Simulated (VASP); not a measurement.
# Cu12Cl in VASP: single point with PBE

Aim: the single point of Cu12Cl with PBE.

Everything below comes from runs of VASP 6.6.1. Logs are shortened: lines on timing, memory, paths and dates and some standing lists are left out, and cuts for length are marked.

## (1) The cell of the first run

The cell holds a slab with vacuum, 13 atoms: a = 5.132 Å, b = 5.132 Å, c = 19.028 Å, α = 90.00°, β = 90.00°, γ = 90.00°.

## (2) Single point, PBE

File INCAR:

```
  PREC = Accurate
  ENCUT = 520
  EDIFF = 1E-6
  ISMEAR = 0
  SIGMA = 0.1
  LREAL = F
  LASPH = T
  NELM = 80
  ALGO = Normal
  ISIF = 2
  LWAVE = F
  LCHARG = F
  LDIPOL = T
  IDIPOL = 3
  DIPOL = 0.5 0.5 0.319
  GGA = PE
  NBANDS = 82
```

File KPOINTS:

```
Automatic mesh
0
Gamma
  5 5 1
  0.5 0.5 0
```

File POSCAR:

```
Cu12Cl
1.0
    5.1319544654      0.0000000000      0.0000000000
    0.0000000000      5.1319544654      0.0000000000
    0.0000000000      0.0000000000     19.0279314150
Cu Cl
12 1
Direct
    0.2500000000      0.2500000000      0.2102172807
    0.2500000000      0.7500000000      0.2102172807
    0.7500000000      0.2500000000      0.2102172807
    0.7500000000      0.7500000000      0.2102172807
    0.0000000000      0.0000000000      0.3029241254
    0.0000000000      0.5000000000      0.3029241254
    0.5000000000      0.0000000000      0.3029241254
    0.5000000000      0.5000000000      0.3029241254
    0.2500000000      0.2500000000      0.3956253179
    0.2500000000      0.7500000000      0.3956253179
    0.7500000000      0.2500000000      0.3956253179
    0.7500000000      0.7500000000      0.3956253179
    0.2500000000      0.3333333333      0.5071026040
```

Potentials or basis: VASP PAW PBE potentials, release 64 (Cu, Cl).

Command:

```bash
$ cat potpaw_PBE.64/Cu/POTCAR potpaw_PBE.64/Cl/POTCAR > POTCAR
$ mpirun -np 1 vasp_std > vasp.out
```

OUTCAR:

```text
PREC = Accurate
   ENCUT = 520
   EDIFF = 1E-6
   ISMEAR = 0
   LREAL = F
   LASPH = T
   NELM = 80
   ISIF = 2
   GGA = PE

 ion  position               nearest neighbor table
   1  0.250  0.250  0.210-   5 2.53   6 2.53   7 2.53   8 2.53   2 2.57   3 2.57   2 2.57   3 2.57

   2  0.250  0.750  0.210-   5 2.53   6 2.53   7 2.53   8 2.53   1 2.57   4 2.57   1 2.57   4 2.57

   3  0.750  0.250  0.210-   5 2.53   6 2.53   7 2.53   8 2.53   1 2.57   4 2.57   4 2.57   1 2.57
[... 15 lines left out ...]
  11  0.750  0.250  0.396-   5 2.53   6 2.53   7 2.53   8 2.53   9 2.57  12 2.57  12 2.57   9 2.57

  12  0.750  0.750  0.396-   5 2.53   6 2.53   7 2.53   8 2.53  10 2.57  11 2.57  11 2.57  10 2.57

  13  0.250  0.333  0.507-   9 2.16

  LATTYP: Found a simple tetragonal cell.
 ALAT       =     5.1319544654
 C/A-ratio  =     3.7077358233

  Lattice vectors:

 A1 = (   5.1319544654,   0.0000000000,   0.0000000000)
 A2 = (   0.0000000000,   5.1319544654,   0.0000000000)
 A3 = (   0.0000000000,   0.0000000000,  19.0279314150)

Analysis of symmetry for initial positions (statically):
=====================================================================
 Subroutine PRICEL returns:
 Original cell was already a primitive cell.

 Routine SETGRP: Setting up the symmetry group for a
 simple tetragonal supercell.

 Subroutine GETGRP returns: Found  2 space group operations
 (whereof  1 operations were pure point group operations)
 out of a pool of 16 trial point group operations.

The static configuration has the point symmetry C_1 .
 The point group associated with its full space group is C_1h.

Analysis of symmetry for dynamics (positions and initial velocities):
=====================================================================
 Subroutine PRICEL returns:
 Original cell was already a primitive cell.

 Routine SETGRP: Setting up the symmetry group for a
 simple tetragonal supercell.

 Subroutine GETGRP returns: Found  2 space group operations
 (whereof  1 operations were pure point group operations)
 out of a pool of 16 trial point group operations.

The dynamic configuration has the point symmetry C_1 .
 The point group associated with its full space group is C_1h.

 Subroutine INISYM returns: Found  2 space group operations
 (whereof  1 operations are pure point group operations),
 and found     1 'primitive' translations

----------------------------------------------------------------------------------------

                                     Primitive cell

  volume of cell :     501.1378

  direct lattice vectors                    reciprocal lattice vectors
     5.131954465  0.000000000  0.000000000     0.194857536  0.000000000  0.000000000
     0.000000000  5.131954465  0.000000000     0.000000000  0.194857536  0.000000000
     0.000000000  0.000000000 19.027931415     0.000000000  0.000000000  0.052554320

  length of vectors
     5.131954465  5.131954465 19.027931415     0.194857536  0.194857536  0.052554320

  position of ions in fractional coordinates (direct lattice)
     0.250000000  0.250000000  0.210217281
     0.250000000  0.750000000  0.210217281
     0.750000000  0.250000000  0.210217281
     0.750000000  0.750000000  0.210217281
     0.000000000  0.000000000  0.302924125
     0.000000000  0.500000000  0.302924125
     0.500000000  0.000000000  0.302924125
     0.500000000  0.500000000  0.302924125
     0.250000000  0.250000000  0.395625318
     0.250000000  0.750000000  0.395625318
     0.750000000  0.250000000  0.395625318
     0.750000000  0.750000000  0.395625318
     0.250000000  0.333333333  0.507102604

  ion indices of the primitive-cell ions
   primitive index   ion index
                 1           1
                 2           2
                 3           3
                 4           4
                 5           5
                 6           6
                 7           7
                 8           8
                 9           9
                10          10
                11          11
                12          12
                13          13

----------------------------------------------------------------------------------------

 KPOINTS: Automatic mesh

Automatic generation of k-mesh.
 Grid dimensions read from file:
 generate k-points for:    5    5    1

 Generating k-lattice:

  Cartesian coordinates                     Fractional coordinates (reciprocal lattice)
     0.038971507  0.000000000  0.000000000     0.200000000  0.000000000  0.000000000
     0.000000000  0.038971507  0.000000000     0.000000000  0.200000000  0.000000000
     0.000000000  0.000000000  0.052554320     0.000000000  0.000000000  1.000000000

  Length of vectors
     0.038971507  0.038971507  0.052554320

  Shift w.r.t. Gamma in fractional coordinates (k-lattice)
     0.500000000  0.500000000  0.000000000

 Subroutine IBZKPT returns following result:
 ===========================================

 Found      9 irreducible k-points:

 Following reciprocal coordinates:
            Coordinates               Weight
  0.100000  0.100000  0.000000      4.000000
  0.300000  0.100000  0.000000      4.000000
 -0.100000  0.300000  0.000000      4.000000
  0.500000  0.100000  0.000000      2.000000
 -0.100000  0.500000  0.000000      2.000000
  0.300000  0.300000  0.000000      4.000000
  0.500000  0.300000  0.000000      2.000000
 -0.300000  0.500000  0.000000      2.000000
  0.500000  0.500000  0.000000      1.000000
   k-points           NKPTS =      9   k-points in BZ     NKDIM =      9   number of bands    NBANDS=     82
   number of dos      NEDOS =    301   number of ions     NIONS =     13
   total plane-waves  NPLWV = 230400
   dimension x,y,z NGX =    40 NGY =   40 NGZ =  144
   dimension x,y,z NGXF=    80 NGYF=   80 NGZF=  288
   ions per type =              12   1
   NGX,Y,Z   is equivalent  to a cutoff of  12.96, 12.96, 12.58 a.u.
   NGXF,Y,Z  is equivalent  to a cutoff of  25.92, 25.92, 25.16 a.u.
 SYSTEM =  unknown system
   PREC   = accura    normal or accurate (medium, high low for compatibility)
   ISTART =      0    job   : 0-new  1-cont  2-samecut
   ICHARG =      2    charge: 1-file 2-atom 10-const
   ISPIN  =      1    spin polarized calculation?
   LNONCOLLINEAR =      F non collinear calculations
   LSORBIT =      F    spin-orbit coupling
   LASPH  =      T    aspherical Exc in radial PAW
   ENCUT  =  520.0 eV  38.22 Ry    6.18 a.u.   9.54  9.54 35.38*2*pi/ulx,y,z
   NELM   =     80;   NELMIN=  2; NELMDL= -5     # of ELM steps
   EDIFF  = 0.1E-05   stopping-criterion for ELM
   LREAL  =      F    real-space projection
   EDIFFG = 0.1E-04   stopping-criterion for IOM
   NSW    =      0    number of steps for IOM
   IBRION =     -1    ionic relax: 0-MD 1-quasi-New 2-CG
   NFREE  =      0    steps in history (QN), initial steepest desc. (CG)
   ISIF   =      2    stress and relaxation
   ISYM   =      2    0-nonsym 1-usesym 2-fastsym
   POTIM  = 0.5000    time-step for ionic-motion
   TEBEG  =    0.0;   TEEND  =   0.0 temperature during run
   PSTRESS=    0.0 pullay stress
   NELECT =     139.0000    total number of electrons
   NUPDOWN=      -1.0000    fix difference up-down
   EMIN   =  10.00;   EMAX   =-10.00  energy-range for DOS
   EFERMI =   0.00;   METHOD = LEGACY
   ISMEAR =     0;   SIGMA  =   0.10  broadening in eV -4-tet -1-fermi 0-gaus
   EFERMI_NEDOS =   21; number of points for ismear=-14 and -15
   IALGO  =     38    algorithm
   IMIX   =      4    mixing-type and parameters
     AMIX     =   0.40;   BMIX     =  1.00
     AMIX_MAG =   1.60;   BMIX_MAG =  1.00
  volume/ion in A,a.u.               =      38.55       260.14
  Fermi-wavevector in a.u.,A,eV,Ry     =   1.067646  2.017559 15.508852  1.139868
  Thomas-Fermi vector in A             =   2.203269
   LORBIT       =      0    0 simple, 1 ext, 2 COOP (PROOUT), +10 PAW based schemes
   GGA     = PE    functional components
   LHFCALC =     F    Hartree Fock is set to
   AEXX    =    0.0000 exact exchange contribution
   IVDW    =     0    specifies the selected vdW correction
   LEPSILON=     F    determine dielectric tensor
   LRPA    =     F    only Hartree local field effects (RPA)
 non-spin polarized calculation
 Gauss-broadening in eV      SIGMA  =   0.10
  energy-cutoff  :      520.00
  volume of cell :      501.14
 maximum number of plane-waves:     13545
 NGX is ok and might be reduce to    40
   NGX = 19   NGY = 19   NGZ = 71

 dipolmoment           0.000000      0.000000     -0.000016 electrons x Angstroem

 number of electron     138.9999785 magnetization

 dipolmoment           0.000000      0.000000      0.222599 electrons x Angstroem

 Free energy of the ion-electron system (eV)
  ---------------------------------------------------
  ext. energy  EPLUGINS =         0.00000000
  ---------------------------------------------------
  free energy    TOTEN  =       -43.31409454 eV

  energy without entropy =      -43.29179491  energy(sigma->0) =      -43.30294472

 E-fermi :  -1.1779     XC(G=0):  -4.9959

 val. band max:       -1.2970819265   @ k =   0.3000   0.3000   0.0000
 cond. band min:      -1.1471044596   @ k =   0.5000   0.1000   0.0000
 fundamental gap:      0.1499774669
 Fermi energy:        -1.1778720621

 k-point     1 :       0.1000    0.1000    0.0000
  band No.  band energies     occupation
      1     -15.7510      2.00000
      2      -9.4331      2.00000
      3      -6.9419      2.00000
      4      -6.1444      2.00000
      5      -6.1243      2.00000
      6      -5.7891      2.00000
[... 745 lines left out ...]
     80       5.3668      0.00000
     81       5.8892      0.00000
 [bands above 81 left out]

------------------------ aborting loop because EDIFF is reached ----------------------------------------

 vacuum level on the upper side and lower side of the slab       (xc-potential included)         0.579        -0.891

  FORCE on cell =-STRESS in cart. coord.  units (eV):
  Direction    XX          YY          ZZ          XY          YZ          ZX
  --------------------------------------------------------------------------------------
  -------------------------------------------------------------------------------------
  Total       -3.3666647     -3.2298109      1.0405908      0.0000000      0.5361426      0.0000000
  in kB      -10.7634941    -10.3259616      3.3268514      0.0000000      1.7140904      0.0000000
  external PRESSURE =      -5.9208681 kB  Pullay stress =       0.0000000 kB

 VOLUME and BASIS-vectors are now :
 -----------------------------------------------------------------------------
  energy-cutoff  :      520.00
  volume of cell :      501.14
      direct lattice vectors                 reciprocal lattice vectors
     5.131954465  0.000000000  0.000000000     0.194857536  0.000000000  0.000000000
     0.000000000  5.131954465  0.000000000     0.000000000  0.194857536  0.000000000
     0.000000000  0.000000000 19.027931415     0.000000000  0.000000000  0.052554320

 POSITION                                       TOTAL-FORCE (eV/Angst)
 -----------------------------------------------------------------------------------
      1.28299      1.28299      4.00000         0.000000      0.032431     -0.042691
      1.28299      3.84897      4.00000         0.000000     -0.031560     -0.055054
      3.84897      1.28299      4.00000         0.000000      0.016561     -0.054605
      3.84897      3.84897      4.00000         0.000000     -0.016458     -0.068555
      0.00000      0.00000      5.76402         0.053083      0.003039     -0.007852
      0.00000      2.56598      5.76402        -0.040501     -0.001265     -0.091695
      2.56598      0.00000      5.76402        -0.053083      0.003039     -0.007852
      2.56598      2.56598      5.76402         0.040501     -0.001265     -0.091695
      1.28299      1.28299      7.52793         0.000000     -0.183310      0.202509
      1.28299      3.84897      7.52793         0.000000     -0.087720      0.243758
      3.84897      1.28299      7.52793         0.000000     -0.065142      0.105485
      3.84897      3.84897      7.52793         0.000000      0.073828     -0.136774
      1.28299      1.71065      9.64911         0.000000      0.257821      0.005020
 -----------------------------------------------------------------------------------
    total drift:                               -0.000000      0.000104     -0.000259

  FREE ENERGIE OF THE ION-ELECTRON SYSTEM (eV)
  ---------------------------------------------------
  free  energy   TOTEN  =       -43.3140945358 eV

  energy  without entropy=      -43.2917949081  energy(sigma->0) =      -43.30294472

 vacuum level on the upper side and lower side of the slab         4.702         3.185
```

Wall time 18 min (1 thread of Intel Xeon Platinum 8259CL at 2.50GHz (Skylake/Cascade Lake), shared host); peak memory 0.66 GiB.

What came out:

```
Free energy            : -43.3141 eV
Largest force          : 0.273 eV/Å
Band gap on the k mesh : zero (an odd number of electrons rules out a gap without spin polarisation)
```

Forces in eV/Å, atoms in the order of the input:
```
Cu   0.000  0.032 -0.043
Cu   0.000 -0.032 -0.055
Cu   0.000  0.017 -0.055
Cu   0.000 -0.016 -0.069
Cu   0.053  0.003 -0.008
Cu  -0.041 -0.001 -0.092
Cu  -0.053  0.003 -0.008
Cu   0.041 -0.001 -0.092
Cu   0.000 -0.183  0.203
Cu   0.000 -0.088  0.244
Cu   0.000 -0.065  0.105
Cu   0.000  0.074 -0.137
Cl   0.000  0.258  0.005
```

Levels at points of the mesh, in eV from the Fermi level:
```
           k point  band 66  band 67  band 68  band 69  band 70  band 71  band 72  band 73
(0.50, 0.50, 0.00)    -1.43    -1.41    -1.28    -0.60    -0.37    -0.34     0.14     2.19
```

The gap in the log of VASP goes by the Fermi energy; the results here count the filled bands.